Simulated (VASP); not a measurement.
Input of a VASP 6.6.1 run:

The input INCAR:

```
SYSTEM = Ni3Ge
PREC = Accurate ; ENCUT = 520
EDIFF = 1E-6 ; ISMEAR = 0
SIGMA = 0.15 ; LREAL = .FALSE.
LASPH = .TRUE. ; NELM = 100
ALGO = Fast ; ISIF = 2
LWAVE = .FALSE. ; LCHARG = .FALSE.
GGA = PS ; NBANDS = 78
```

KPOINTS

```
Automatic mesh
0
G
  13 13 5
  0 0 0
```

File POSCAR:

```
Ni3Ge
1.0
    0.0000000000     -3.5249142746      0.0000000000
    0.0000000000      0.0000000000     -3.5249142746
   11.0747428237      0.0000000000      0.0000000000
Ni Ge
9 3
Direct
    0.0000000000      0.5000000000      0.8752812060
    0.0000000000      0.5000000000      0.2387130562
    0.0000000000      0.5000000000      0.5569971311
    0.5000000000      0.5000000000      0.7161391686
    0.5000000000      0.5000000000      0.0795710187
    0.5000000000      0.5000000000      0.3978550936
    0.5000000000      0.0000000000      0.8752812060
    0.5000000000      0.0000000000      0.2387130562
    0.5000000000      0.0000000000      0.5569971311
    1.0000000000      1.0000000000      0.0795710187
    1.0000000000      1.0000000000      0.3978550936
    1.0000000000      1.0000000000      0.7161391686
```

Potentials or basis: VASP PAW PBE potentials, release 64 (Ni, Ge_d).

Run with:

```sh
$ cat potpaw_PBE.64/Ni/POTCAR potpaw_PBE.64/Ge_d/POTCAR > POTCAR
$ mpirun -np 1 vasp_std > vasp.out
```

(1) Predict the band gap on the k mesh.

(2) Predict the largest force.

(3) Predict the pressure.

Answers

(1) zero (bands 66 and 67 overlap by 0.48 eV).

(2) 1.368 eV/Å.

(3) -5.1 GPa.

Caveat: the cell differs from its parent crystal (the distance across one plane changed); the cell stands under tension; the PAW data sets were made with another functional, which shifts forces and pressure a little.
